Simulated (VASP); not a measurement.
Wanted: the native input for a VASP 6.6.1 run.

- Task: single point
- Functional: PBE
- Dispersion: D3(BJ)
- Potentials or basis: VASP PAW PBE potentials, release 64 (Sn_d, O)
- Cutoff: 520 eV
- k mesh: 3 × 3 × 4
- Occupations: methfessel-paxton, width 0.01 eV
- Spin: no spin polarisation
- Dipole correction: no
- Further INCAR settings: ALGO = Normal; EDIFF = 1e-07; NBANDS = 35

The structure of SnO2 (Cassiterite) lies in POSCAR:

```
SnO2
1.0
    4.7380000000      0.0000000000      0.0000000000
    0.0000000000      4.7380000000      0.0000000000
    0.0000000000      0.0000000000      3.1865000000
Sn O
2 4
Direct
    0.0000000000      0.0000000000      0.0000000000
    0.5000000000      0.5000000000      0.5000000000
    0.3071000000      0.3071000000      0.0000000000
    0.1929000000      0.8071000000      0.5000000000
    0.6929000000      0.6929000000      0.0000000000
    0.8071000000      0.1929000000      0.5000000000
```

One way to write it, as run:

INCAR

```
SYSTEM = SnO2
PREC     = Accurate       ! precision mode
ENCUT    = 520            ! plane-wave cutoff, eV
EDIFF    = 1E-7           ! SCF threshold, eV
ISMEAR   = 1              ! smearing method
SIGMA    = 0.01           ! smearing width, eV
LREAL    = .FALSE.        ! projectors in reciprocal space
LASPH    = .TRUE.         ! aspherical terms in the spheres
NELM     = 80             ! most SCF steps
ALGO     = Normal         ! electronic algorithm
ISIF     = 2              ! what is computed and relaxed
LWAVE    = .FALSE.        ! write WAVECAR
LCHARG   = .FALSE.        ! write CHGCAR
GGA      = PE             ! functional
IVDW     = 12             ! dispersion correction
NBANDS   = 35             ! bands
```

KPOINTS

```
regular mesh
0
G
  3 3 4
  0 0 0
```

Potentials or basis: VASP PAW PBE potentials, release 64 (Sn_d, O).

Run with:

```bash
$ cat potpaw_PBE.64/Sn_d/POTCAR potpaw_PBE.64/O/POTCAR > POTCAR
$ mpirun -np 1 vasp_std > vasp.out
```

It gave:

```
Pressure                   : 8.6 GPa
Largest force              : 0.301 eV/Å
Band gap on the k mesh     : 1.27 eV, direct
Dispersion energy per atom : -0.223 eV
```

Caveat: the k points lie up to 0.49 Å⁻¹ apart; three body term missing; spin-orbit coupling is left out, which moves the levels of the heavy elements.

It took 52 s on 1 thread of AMD EPYC 7R13, with other jobs on the host, peak memory 0.15 GiB.
